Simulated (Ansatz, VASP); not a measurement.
**TePb in VASP and in Ansatz**

```
Te Pb
1.0
     0.00000    3.22173    3.22173
     3.22173    0.00000    3.22173
     3.22173    3.22173    0.00000
Te Pb
1 1
Cartesian
  3.2217 3.2217 3.2217
  0.0000 0.0000 0.0000
```

Alike in both runs: task single point; functional PBEsol; k mesh 4 × 4 × 4; occupations gaussian, width 0.02 eV; no spin polarisation.

|  | VASP | Ansatz |
| --- | --- | --- |
| version | VASP 6.6.1 | Ansatz 0.2.0 |
| potentials or method | VASP PAW PBE potentials, release 64 (Te, Pb_d), cutoff 500 eV | scalar-relativistic, plane waves, PAW |
| valence electrons in the cell | 20 | 30 |

|  | VASP | Ansatz | Ansatz less VASP |
| --- | --- | --- | --- |
| gap on the k mesh at the Fermi level (eV) | 0.65 | 0.65 | +0.002 |
| least direct gap on the mesh (eV) | 0.65 | 0.65 | +0.002 |
| pressure (GPa) | 0.0 | 0.0 | +0.03 |

VASP's potentials were made for PBE, not for PBEsol, and Ansatz warns of the same on its side. VASP's potentials hold 20 valence electrons a cell and Ansatz's 30, so a difference there can come from the potentials and not from the codes.

The k mesh is coarse, so the values compare programs but aren't converged. Spin-orbit coupling is off throughout.
